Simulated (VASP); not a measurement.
# Sb in VASP: density of states with PBE

Aim: the density of states of Sb with PBE.

Everything below comes from runs of VASP 6.6.1. Logs are shortened: lines on timing, memory, paths and dates and some standing lists are left out, and cuts for length are marked.

**1. The cell of the first run**

The typed cell holds 1 atom: a = 3.109 Å, b = 3.109 Å, c = 3.110 Å, α = 90.00°, β = 90.00°, γ = 90.00°.

**2. Density of states, PBE**

File POSCAR:

```
Sb
1.0
    3.1093833475      0.0000000000      0.0000000000
    0.0000000000      3.1093833475      0.0000000000
    0.0000000000      0.0000000000      3.1096178798
Sb
1
Direct
    0.5000000000      0.5000000000      0.0000000000
```

File INCAR.step1:

```
ALGO     = Normal         # electronic algorithm
EDIFF    = 1E-7           # SCF threshold, eV
ENCUT    = 520            # plane-wave cutoff, eV
GGA      = PE             # functional
ISIF     = 2              # what is computed and relaxed
ISMEAR   = 0              # smearing method
LASPH    = T              # aspherical terms in the spheres
LCHARG   = T              # write CHGCAR
LREAL    = F              # projectors in reciprocal space
LWAVE    = F              # write WAVECAR
NBANDS   = 8              # bands
NELM     = 60             # most SCF steps
PREC     = Accurate       # precision mode
SIGMA    = 0.1            # smearing width, eV
```

File KPOINTS.step1:

```
k-points
0
Gamma
  18 18 18
```

File INCAR.step2:

```
ALGO     = Normal         # electronic algorithm
EDIFF    = 1E-7           # SCF threshold, eV
ENCUT    = 520            # plane-wave cutoff, eV
GGA      = PE             # functional
ICHARG   = 11             # starting density
ISIF     = 2              # what is computed and relaxed
ISMEAR   = -5             # smearing method
LASPH    = T              # aspherical terms in the spheres
LCHARG   = F              # write CHGCAR
LORBIT   = 11             # projections on sites
LREAL    = F              # projectors in reciprocal space
LWAVE    = F              # write WAVECAR
NEDOS    = 1001           # points of the DOS
NELM     = 60             # most SCF steps
PREC     = Accurate       # precision mode
SIGMA    = 0.1            # smearing width, eV
```

File KPOINTS.step2:

```
k-points
0
Gamma
  27 27 27
```

Potentials or basis: VASP PAW PBE potentials, release 64 (Sb).

On the command line:

```sh
> cat potpaw_PBE.64/Sb/POTCAR > POTCAR
> cp INCAR.step1 INCAR
> cp KPOINTS.step1 KPOINTS
> mpirun -np 1 vasp_std > vasp.out
> cp INCAR.step2 INCAR
> cp KPOINTS.step2 KPOINTS
> mpirun -np 1 vasp_std > vasp.out
```

OUTCAR:

```text
EDIFF = 1E-7
   ENCUT = 520
   GGA = PE
   ICHARG = 11
   ISIF = 2
   ISMEAR = -5
   LASPH = T
   LORBIT = 11
   LREAL = F
   NELM = 60
   PREC = Accurate

 ion  position               nearest neighbor table
   1  0.500  0.500  0.000-

  LATTYP: Found a simple tetragonal cell.
 ALAT       =     3.1093833475
 C/A-ratio  =     1.0000754273

  Lattice vectors:

 A1 = (   3.1093833475,   0.0000000000,   0.0000000000)
 A2 = (   0.0000000000,   3.1093833475,   0.0000000000)
 A3 = (   0.0000000000,   0.0000000000,   3.1096178798)

Analysis of symmetry for initial positions (statically):
=====================================================================
 Subroutine PRICEL returns:
 Original cell was already a primitive cell.

 Routine SETGRP: Setting up the symmetry group for a
 simple tetragonal supercell.

 Subroutine GETGRP returns: Found 16 space group operations
 (whereof 16 operations were pure point group operations)
 out of a pool of 16 trial point group operations.

The static configuration has the point symmetry D_4h.

Analysis of symmetry for dynamics (positions and initial velocities):
=====================================================================
 Subroutine PRICEL returns:
 Original cell was already a primitive cell.

 Routine SETGRP: Setting up the symmetry group for a
 simple tetragonal supercell.

 Subroutine GETGRP returns: Found 16 space group operations
 (whereof 16 operations were pure point group operations)
 out of a pool of 16 trial point group operations.

The dynamic configuration has the point symmetry D_4h.

 Subroutine INISYM returns: Found 16 space group operations
 (whereof 16 operations are pure point group operations),
 and found     1 'primitive' translations

----------------------------------------------------------------------------------------

                                     Primitive cell

  volume of cell :      30.0646

  direct lattice vectors                    reciprocal lattice vectors
     3.109383348  0.000000000  0.000000000     0.321607177  0.000000000  0.000000000
     0.000000000  3.109383348  0.000000000     0.000000000  0.321607177  0.000000000
     0.000000000  0.000000000  3.109617880     0.000000000  0.000000000  0.321582921

  length of vectors
     3.109383348  3.109383348  3.109617880     0.321607177  0.321607177  0.321582921

  position of ions in fractional coordinates (direct lattice)
[... 76 lines left out ...]
   LASPH  =      T    aspherical Exc in radial PAW
   ENCUT  =  520.0 eV  38.22 Ry    6.18 a.u.   5.78  5.78  5.78*2*pi/ulx,y,z
   NELM   =     60;   NELMIN=  2; NELMDL=  0     # of ELM steps
   EDIFF  = 0.1E-06   stopping-criterion for ELM
   LREAL  =      F    real-space projection
   EDIFFG = 0.1E-05   stopping-criterion for IOM
   NSW    =      0    number of steps for IOM
   IBRION =     -1    ionic relax: 0-MD 1-quasi-New 2-CG
   NFREE  =      0    steps in history (QN), initial steepest desc. (CG)
   ISIF   =      2    stress and relaxation
   ISYM   =      2    0-nonsym 1-usesym 2-fastsym
   POTIM  = 0.5000    time-step for ionic-motion
   TEBEG  =    0.0;   TEEND  =   0.0 temperature during run
   PSTRESS=    0.0 pullay stress
   NELECT =       5.0000    total number of electrons
   NUPDOWN=      -1.0000    fix difference up-down
   EMIN   =  10.00;   EMAX   =-10.00  energy-range for DOS
   EFERMI =   0.00;   METHOD = LEGACY
   ISMEAR =    -5;   SIGMA  =   0.10  broadening in eV -4-tet -1-fermi 0-gaus
   EFERMI_NEDOS =   21; number of points for ismear=-14 and -15
   IALGO  =     38    algorithm
   IMIX   =      4    mixing-type and parameters
     AMIX     =   0.40;   BMIX     =  1.00
     AMIX_MAG =   1.60;   BMIX_MAG =  1.00
  volume/ion in A,a.u.               =      30.06       202.89
  Fermi-wavevector in a.u.,A,eV,Ry     =   0.900284  1.701291 11.027681  0.810512
  Thomas-Fermi vector in A             =   2.023223
   LORBIT       =     11    0 simple, 1 ext, 2 COOP (PROOUT), +10 PAW based schemes
   GGA     = PE    functional components
   LHFCALC =     F    Hartree Fock is set to
   AEXX    =    0.0000 exact exchange contribution
   IVDW    =     0    specifies the selected vdW correction
   LEPSILON=     F    determine dielectric tensor
   LRPA    =     F    only Hartree local field effects (RPA)
 non-spin polarized calculation
 Fermi weights with tetrahedron method with Bloechl corrections
  energy-cutoff  :      520.00
  volume of cell :       30.06
 maximum number of plane-waves:       840
 NGX is ok and might be reduce to    24

 number of electron       4.9999999 magnetization

 Free energy of the ion-electron system (eV)
  ---------------------------------------------------
  ext. energy  EPLUGINS =         0.00000000
  ---------------------------------------------------
  free energy    TOTEN  =        -4.09233559 eV

  energy without entropy =       -4.09233559  energy(sigma->0) =       -4.09233559

 E-fermi :   7.0312     XC(G=0):  -9.5906

 val. band max:        7.0773169601   @ k =   0.3704   0.2593   0.2593
 cond. band min:       6.9348000534   @ k =   0.2963   0.2963   0.2963
 fundamental gap:     -0.1425169066
 Fermi energy:         7.0311785124

 k-point     1 :       0.0000    0.0000    0.0000
  band No.  band energies     occupation
      1      -5.2890      2.00000
      2      10.2831      0.00000
      3      10.2853      0.00000
      4      10.2853      0.00000
      5      13.9482      0.00000
      6      13.9491      0.00000
[... 199 lines left out ...]
 k-point    24 :       0.3704    0.0370    0.0000
  band No.  band energies     occupation
      1      -3.5031      2.00000
      2       2.7177      2.00000
      3      11.5645      0.00000
      4      11.8576      0.00000
      5      15.5706      0.00000
      6      16.5631      0.00000

 [... further k-points ...]
[... 5 lines left out ...]
  --------------------------------------------------------------------------------------
  -------------------------------------------------------------------------------------
  Total       -0.0291191     -0.0291191     -0.0299006      0.0000000     -0.0000000     -0.0000000
  in kB       -1.5517879     -1.5517879     -1.5934395      0.0000000     -0.0000000     -0.0000000
  external PRESSURE =      -1.5656717 kB  Pullay stress =       0.0000000 kB

 VOLUME and BASIS-vectors are now :
 -----------------------------------------------------------------------------
  energy-cutoff  :      520.00
  volume of cell :       30.06
      direct lattice vectors                 reciprocal lattice vectors
     3.109383348  0.000000000  0.000000000     0.321607177  0.000000000  0.000000000
     0.000000000  3.109383348  0.000000000     0.000000000  0.321607177  0.000000000
     0.000000000  0.000000000  3.109617880     0.000000000  0.000000000  0.321582921

 POSITION                                       TOTAL-FORCE (eV/Angst)
 -----------------------------------------------------------------------------------
      1.55469      1.55469      0.00000         0.000000      0.000000      0.000000
 -----------------------------------------------------------------------------------
    total drift:                               -0.000000     -0.000000     -0.000000

  FREE ENERGIE OF THE ION-ELECTRON SYSTEM (eV)
  ---------------------------------------------------
  free  energy   TOTEN  =        -4.0923355883 eV

  energy  without entropy=       -4.0923355883  energy(sigma->0) =       -4.09233559

 total charge

# of ion       s       p       d       tot
------------------------------------------
    1        1.213   1.116   0.035   2.365
```

Run time: 100 s. Hardware: 1 thread of Intel Xeon Platinum 8488C (Sapphire Rapids), shared host; peak memory 0.42 GiB.

Results:

```
Valence electrons inside the program's atomic spheres : Sb 2.37
```

Caveat: spin-orbit coupling is left out, which moves the levels of the heavy elements; tetrahedron occupations give inexact forces and stress in metals.
